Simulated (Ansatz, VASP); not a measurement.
**One calculation of In3GaP2, two programs**

```xyz
6
Lattice="5.4558 0.0000 0.0000 0.0000 5.4558 0.0000 0.0000 0.0000 5.2371" Properties=species:S:1:pos:R:3 pbc="T T T"
In    2.7279    2.7279    2.6185
In    2.7279    0.0000    0.0000
In    0.0000    2.7279    0.0000
Ga    0.0000    0.0000    2.6185
P     2.7279    2.7279    0.0000
P     0.0000    0.0000    0.0000
```

Alike in both runs: functional PBE; k mesh 8 × 8 × 8; occupations gaussian, width 0.1 eV; no spin polarisation.

Ansatz relaxed the structure, and its values are those at the end. VASP's run is a single point on that final structure, the one shown.

|  | VASP | Ansatz |
| --- | --- | --- |
| version | VASP 6.6.1 | Ansatz 0.2.0 |
| potentials or method | VASP PAW PBE potentials, release 64 (In_d, Ga_d, P), cutoff 520 eV | scalar-relativistic, plane waves, PAW |
| valence electrons in the cell | 62 | 62 |

|  | VASP | Ansatz | Ansatz less VASP |
| --- | --- | --- | --- |
| gap on the k mesh at the Fermi level (eV) | none | none | - |
| pressure (GPa) | 0.0 | 0.0 | +0.03 |

A gap of «none» marks a metal or a gap that the smearing closes. The functional is the same, so the differences come from potentials, cutoffs and numerics.
